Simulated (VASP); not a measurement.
# CdSe (ldaat) (P6_3mc) in VASP: further runs

The runs below take CdSe (ldaat) through single point, with LDA.

Program: VASP 6.6.1. These are calculated values, not measurements. Logs are shortened: lines on timing, memory, paths and dates and some standing lists are left out, and cuts for length are marked.

**1. The cell of the first run**

It takes space group P6_3mc (No. 186, hexagonal). Conventional cell: a = 4.302 Å, b = 4.302 Å, c = 7.021 Å, α = 90.00°, β = 90.00°, γ = 120.00°. Within 3.3 Å of Cd (site symmetry 3m) lie 4 Se at 2.51 to 3.16 Å. Within 3.3 Å of Se (site symmetry 3m) lie 4 Cd at 2.51 to 3.16 Å.

**2. Single point, LDA**

File INCAR:

```
PREC = Accurate
ENCUT = 520
EDIFF = 1E-6
ISMEAR = 0
SIGMA = 0.01
LREAL = F
LASPH = T
NELM = 80
ALGO = Normal
ISIF = 2
LWAVE = F
LCHARG = T
GGA = CA
LELF = T
LVHAR = T
NBANDS = 26
```

File KPOINTS:

```
Automatic mesh
0
Gamma
  9 9 6
```

File POSCAR:

```
CdSe
1.0
    4.3021423044      0.0000000000      0.0000000000
   -2.1510711522      3.7257645263      0.0000000000
    0.0000000000      0.0000000000      7.0214577968
Cd Se
2 2
Direct
    0.3333333333      0.6666666667     -0.0371460416
    0.6666666667      0.3333333333      0.4628539584
    0.3333333333      0.6666666667      0.4131460416
    0.6666666667      0.3333333333      0.9131460416
```

Potentials or basis: VASP PAW LDA potentials, release 64 (Cd, Se).

Run with:

```sh
cat potpaw_LDA.64/Cd/POTCAR potpaw_LDA.64/Se/POTCAR > POTCAR
mpirun -np 1 vasp_std > vasp.out
```

OUTCAR:

```text
PREC = Accurate
   ENCUT = 520
   EDIFF = 1E-6
   ISMEAR = 0
   LREAL = F
   LASPH = T
   NELM = 80
   ISIF = 2
   GGA = CA

 ion  position               nearest neighbor table
   1  0.333  0.667  0.963-   4 2.51   4 2.51   4 2.51   3 3.16
   2  0.667  0.333  0.463-   3 2.51   3 2.51   3 2.51   4 3.16
   3  0.333  0.667  0.413-   2 2.51   2 2.51   2 2.51   1 3.16
   4  0.667  0.333  0.913-   1 2.51   1 2.51   1 2.51   2 3.16

  LATTYP: Found a hexagonal cell.
 ALAT       =     4.3021423044
 C/A-ratio  =     1.6320840409

  Lattice vectors:

 A1 = (   4.3021423044,   0.0000000000,   0.0000000000)
 A2 = (  -2.1510711522,   3.7257645263,   0.0000000000)
 A3 = (   0.0000000000,   0.0000000000,   7.0214577968)

Analysis of symmetry for initial positions (statically):
=====================================================================
 Subroutine PRICEL returns:
 Original cell was already a primitive cell.

 Routine SETGRP: Setting up the symmetry group for a
 hexagonal supercell.

 Subroutine GETGRP returns: Found 12 space group operations
 (whereof  6 operations were pure point group operations)
 out of a pool of 24 trial point group operations.

The static configuration has the point symmetry C_3v.
 The point group associated with its full space group is C_6v.

Analysis of symmetry for dynamics (positions and initial velocities):
=====================================================================
 Subroutine PRICEL returns:
 Original cell was already a primitive cell.

 Routine SETGRP: Setting up the symmetry group for a
 hexagonal supercell.

 Subroutine GETGRP returns: Found 12 space group operations
 (whereof  6 operations were pure point group operations)
 out of a pool of 24 trial point group operations.

The dynamic configuration has the point symmetry C_3v.
 The point group associated with its full space group is C_6v.

 Subroutine INISYM returns: Found 12 space group operations
 (whereof  6 operations are pure point group operations),
 and found     1 'primitive' translations

----------------------------------------------------------------------------------------

                                     Primitive cell

  volume of cell :     112.5453

  direct lattice vectors                    reciprocal lattice vectors
     4.302142304  0.000000000  0.000000000     0.232442334  0.134200644  0.000000000
    -2.151071152  3.725764526  0.000000000     0.000000000  0.268401289  0.000000000
     0.000000000  0.000000000  7.021457797     0.000000000  0.000000000  0.142420567

  length of vectors
     4.302142304  4.302142304  7.021457797     0.268401289  0.268401289  0.142420567

  position of ions in fractional coordinates (direct lattice)
     0.333333333  0.666666667  0.962853958
     0.666666667  0.333333333  0.462853958
     0.333333333  0.666666667  0.413146042
     0.666666667  0.333333333  0.913146042

  ion indices of the primitive-cell ions
   primitive index   ion index
                 1           1
                 2           2
                 3           3
                 4           4

----------------------------------------------------------------------------------------

 KPOINTS: Automatic mesh

Automatic generation of k-mesh.
 Grid dimensions read from file:
 generate k-points for:    9    9    6

 Generating k-lattice:

  Cartesian coordinates                     Fractional coordinates (reciprocal lattice)
     0.025826926  0.014911183  0.000000000     0.111111111 -0.000000000  0.000000000
     0.000000000  0.029822365  0.000000000     0.000000000  0.111111111  0.000000000
     0.000000000  0.000000000  0.023736761     0.000000000  0.000000000  0.166666667

  Length of vectors
     0.029822365  0.029822365  0.023736761

  Shift w.r.t. Gamma in fractional coordinates (k-lattice)
     0.000000000  0.000000000  0.000000000

 Subroutine IBZKPT returns following result:
 ===========================================

 Found     48 irreducible k-points:

 Following reciprocal coordinates:
            Coordinates               Weight
  0.000000  0.000000  0.000000      1.000000
  0.111111 -0.000000  0.000000      6.000000
  0.222222 -0.000000  0.000000      6.000000
  0.333333 -0.000000  0.000000      6.000000
  0.444444 -0.000000  0.000000      6.000000
  0.111111  0.111111  0.000000      6.000000
[... 16 lines left out ...]
  0.333333  0.222222  0.166667     24.000000
  0.333333  0.333333  0.166667      4.000000
 [... further k-points ...]
   k-points           NKPTS =     48   k-points in BZ     NKDIM =     48   number of bands    NBANDS=     26
   number of dos      NEDOS =    301   number of ions     NIONS =      4
   total plane-waves  NPLWV =  55296
   dimension x,y,z NGX =    32 NGY =   32 NGZ =   54
   dimension x,y,z NGXF=    64 NGYF=   64 NGZF=  108
   ions per type =               2   2
   NGX,Y,Z   is equivalent  to a cutoff of  12.37, 12.37, 12.79 a.u.
   NGXF,Y,Z  is equivalent  to a cutoff of  24.73, 24.73, 25.57 a.u.
 SYSTEM =  unknown system
   PREC   = accura    normal or accurate (medium, high low for compatibility)
   ISTART =      0    job   : 0-new  1-cont  2-samecut
   ICHARG =      2    charge: 1-file 2-atom 10-const
   ISPIN  =      1    spin polarized calculation?
   LNONCOLLINEAR =      F non collinear calculations
   LSORBIT =      F    spin-orbit coupling
   LASPH  =      T    aspherical Exc in radial PAW
   ENCUT  =  520.0 eV  38.22 Ry    6.18 a.u.   8.00  8.00 13.06*2*pi/ulx,y,z
   NELM   =     80;   NELMIN=  2; NELMDL= -5     # of ELM steps
   EDIFF  = 0.1E-05   stopping-criterion for ELM
   LREAL  =      F    real-space projection
   EDIFFG = 0.1E-04   stopping-criterion for IOM
   NSW    =      0    number of steps for IOM
   IBRION =     -1    ionic relax: 0-MD 1-quasi-New 2-CG
   NFREE  =      0    steps in history (QN), initial steepest desc. (CG)
   ISIF   =      2    stress and relaxation
   ISYM   =      2    0-nonsym 1-usesym 2-fastsym
   POTIM  = 0.5000    time-step for ionic-motion
   TEBEG  =    0.0;   TEEND  =   0.0 temperature during run
   PSTRESS=    0.0 pullay stress
   NELECT =      36.0000    total number of electrons
   NUPDOWN=      -1.0000    fix difference up-down
   EMIN   =  10.00;   EMAX   =-10.00  energy-range for DOS
   EFERMI =   0.00;   METHOD = LEGACY
   ISMEAR =     0;   SIGMA  =   0.01  broadening in eV -4-tet -1-fermi 0-gaus
   EFERMI_NEDOS =   21; number of points for ismear=-14 and -15
   IALGO  =     38    algorithm
   IMIX   =      4    mixing-type and parameters
     AMIX     =   0.40;   BMIX     =  1.00
     AMIX_MAG =   1.60;   BMIX_MAG =  1.00
  volume/ion in A,a.u.               =      28.14       189.87
  Fermi-wavevector in a.u.,A,eV,Ry     =   1.119609  2.115755 17.055244  1.253525
  Thomas-Fermi vector in A             =   2.256250
   LORBIT       =      0    0 simple, 1 ext, 2 COOP (PROOUT), +10 PAW based schemes
   GGA     = CA    functional components
   LHFCALC =     F    Hartree Fock is set to
   AEXX    =    0.0000 exact exchange contribution
   IVDW    =     0    specifies the selected vdW correction
   LEPSILON=     F    determine dielectric tensor
   LRPA    =     F    only Hartree local field effects (RPA)
 non-spin polarized calculation
 Gauss-broadening in eV      SIGMA  =   0.01
  energy-cutoff  :      520.00
  volume of cell :      112.55
 maximum number of plane-waves:      3048
 NGX is ok and might be reduce to    32
   NGX = 15   NGY = 15   NGZ = 27

 number of electron      35.9999998 magnetization

 Free energy of the ion-electron system (eV)
  ---------------------------------------------------
  ext. energy  EPLUGINS =         0.00000000
  ---------------------------------------------------
  free energy    TOTEN  =       -12.91353339 eV

  energy without entropy =      -12.91353339  energy(sigma->0) =      -12.91353339

 E-fermi :   0.7574     XC(G=0):  -9.2683

 val. band max:        0.6879607273   @ k =   0.0000   0.0000   0.0000
 cond. band min:       1.4081643526   @ k =   0.0000   0.0000   0.0000
 fundamental gap:      0.7202036253
 Fermi energy:         0.7574483912

 k-point     1 :       0.0000    0.0000    0.0000
  band No.  band energies     occupation
      1     -11.9987      2.00000
      2     -11.6841      2.00000
      3      -7.4703      2.00000
      4      -7.4703      2.00000
      5      -7.4648      2.00000
      6      -7.4648      2.00000
[... 18 lines left out ...]
     25       7.4741      0.00000
     26       8.2729      0.00000

 k-point     2 :       0.1111   -0.0000    0.0000
  band No.  band energies     occupation
      1     -11.9530      2.00000
      2     -11.6539      2.00000
      3      -7.4485      2.00000
      4      -7.4402      2.00000
      5      -7.4399      2.00000
      6      -7.4350      2.00000
[... 18 lines left out ...]
     25       7.7810      0.00000
     26       7.9652      0.00000

 k-point     3 :       0.2222   -0.0000    0.0000
  band No.  band energies     occupation
      1     -11.8331      2.00000
      2     -11.5794      2.00000
      3      -7.3726      2.00000
      4      -7.3619      2.00000
      5      -7.3573      2.00000
      6      -7.3568      2.00000
[... 18 lines left out ...]
     25       7.7982      0.00000
     26       8.7254      0.00000

 k-point     4 :       0.3333   -0.0000    0.0000
  band No.  band energies     occupation
      1     -11.6867      2.00000
      2     -11.5019      2.00000
      3      -7.2694      2.00000
      4      -7.2632      2.00000
      5      -7.2491      2.00000
      6      -7.2094      2.00000
[... 18 lines left out ...]
     25       8.4981      0.00000
     26       9.3984      0.00000
[... 496 lines left out ...]
      1     -11.6064      2.00000
      2     -11.4814      2.00000
      3      -7.2633      2.00000
      4      -7.2548      2.00000
      5      -7.1518      2.00000
      6      -7.1328      2.00000
[... 18 lines left out ...]
     25       7.8155      0.00000
     26       9.8009      0.00000

 k-point    23 :       0.3333    0.2222    0.1667
  band No.  band energies     occupation
      1     -11.5192      2.00000
      2     -11.4562      2.00000
      3      -7.1957      2.00000
      4      -7.1916      2.00000
      5      -7.1117      2.00000
      6      -7.0824      2.00000
[... 18 lines left out ...]
     25       8.5070      0.00000
     26       9.7748      0.00000

 k-point    24 :       0.3333    0.3333    0.1667
  band No.  band energies     occupation
      1     -11.4685      2.00000
      2     -11.4685      2.00000
      3      -7.1660      2.00000
      4      -7.1592      2.00000
      5      -7.0985      2.00000
      6      -7.0985      2.00000
[... 18 lines left out ...]
     25       8.8633      0.00000
     26       8.8633      0.00000

 [... further k-points ...]
[... 5 lines left out ...]
  --------------------------------------------------------------------------------------
  -------------------------------------------------------------------------------------
  Total        2.5272544      2.5272544     -2.6086566      0.0000000      0.0000000      0.0000000
  in kB       35.9775914     35.9775914    -37.1364201      0.0000000      0.0000000      0.0000000
  external PRESSURE =      11.6062542 kB  Pullay stress =       0.0000000 kB

 VOLUME and BASIS-vectors are now :
 -----------------------------------------------------------------------------
  energy-cutoff  :      520.00
  volume of cell :      112.55
      direct lattice vectors                 reciprocal lattice vectors
     4.302142304  0.000000000  0.000000000     0.232442334  0.134200644  0.000000000
    -2.151071152  3.725764526  0.000000000     0.000000000  0.268401289  0.000000000
     0.000000000  0.000000000  7.021457797     0.000000000  0.000000000  0.142420567

 POSITION                                       TOTAL-FORCE (eV/Angst)
 -----------------------------------------------------------------------------------
     -0.00000      2.48384      6.76064        -0.000000     -0.000000      0.651798
      2.15107      1.24192      3.24991         0.000000      0.000000      0.651798
     -0.00000      2.48384      2.90089         0.000000      0.000000     -0.651798
      2.15107      1.24192      6.41162        -0.000000     -0.000000     -0.651798
 -----------------------------------------------------------------------------------
    total drift:                               -0.000000     -0.000000      0.000082

  FREE ENERGIE OF THE ION-ELECTRON SYSTEM (eV)
  ---------------------------------------------------
  free  energy   TOTEN  =       -12.9135333872 eV

  energy  without entropy=      -12.9135333872  energy(sigma->0) =      -12.91353339
```

Run time: 66 s. Hardware: 1 thread of AMD EPYC 9R45 (Zen 5), shared host; peak memory 0.23 GiB.

What came out:

- Free energy: -12.9135 eV
- Pressure: 1.2 GPa
- Largest force: 0.652 eV/Å
- Band gap on the k mesh: 0.72 eV, direct

Forces on the atoms (eV/Å):
```
Cd   0.000  0.000  0.652
Cd   0.000  0.000  0.652
Se   0.000  0.000 -0.652
Se   0.000  0.000 -0.652
```

[end of part 1 of 2]
